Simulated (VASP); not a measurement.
Wanted: the native input for a VASP 6.6.1 run.

```
Task                   : relaxation of cell and atoms
Functional             : BLYP
Dispersion             : D4
Potentials or basis    : VASP PAW PBE potentials, release 64 (Pt)
Cutoff                 : 600 eV
k mesh                 : 12 × 12 × 12
Occupations            : fermi-dirac, width 0.05 eV
Spin                   : no spin polarisation
Dipole correction      : no
Further INCAR settings : ALGO = Normal; EDIFF = 1e-06; IBRION = 2; EDIFFG = -0.02; NSW = 80; ISIF = 3
```

The structure of Pt lies in POSCAR:

```
Pt
1.0
    0.0000000000      1.9609000000      1.9609000000
    1.9609000000      0.0000000000      1.9609000000
    1.9609000000      1.9609000000      0.0000000000
Pt
1
Direct
    0.0000000000      0.0000000000      0.0000000000
```

The input as run:

INCAR

```
SYSTEM = Pt
  PREC = Accurate
  ENCUT = 600
  EDIFF = 1E-6
  ISMEAR = -1
  SIGMA = 0.05
  LREAL = .False.
  LASPH = .True.
  NELM = 100
  ALGO = Normal
  ISIF = 3
  LWAVE = .False.
  LCHARG = .False.
  GGA = B5
  ALDAX = 1.0
  AGGAX = 1.0
  AGGAC = 1.0
  ALDAC = 0.0
  IVDW = 13
  VDW_S6 = 1.0
  VDW_S8 = 2.34076671
  VDW_A1 = 0.44488865
  VDW_A2 = 4.0933009
  IBRION = 2
  NSW = 80
  EDIFFG = -0.02
```

KPOINTS

```
regular mesh
0
Gamma
  12 12 12
  0 0 0
```

Potentials or basis: VASP PAW PBE potentials, release 64 (Pt).

Launch:

```bash
$ cat potpaw_PBE.64/Pt/POTCAR > POTCAR
$ mpirun -np 1 vasp_std > vasp.out
```

Results of the run:

```
Relaxed volume                         : 15.73 Å³/atom
Relaxed cell                           : a = 2.812 Å, b = 2.812 Å, c = 2.812 Å, α = 60.00°, β = 60.00°, γ = 60.00°
Space group after relaxing (to 0.05 Å) : Fm-3m (No. 225)
Energy gained by relaxing              : 22.3 meV/atom
Ionic steps                            : 4
Pressure after relaxing                : -0.1 GPa
Band gap on the k mesh                 : zero (band 5 reaches 11.52 eV, above the bottom of band 6 at 9.43 eV)
Dispersion energy per atom             : -1.434 eV
```

Caveat: the PAW data sets were made with another functional, which shifts forces and pressure a little; spin-orbit coupling is left out, which moves the levels of the heavy elements; pairwise dispersion overbinds metals, which lowers pressure and volume.

It took 21 s on 1 thread of Intel(R) Xeon(R) 6975P-C (Granite Rapids), on a shared host, peak memory 0.15 GiB.
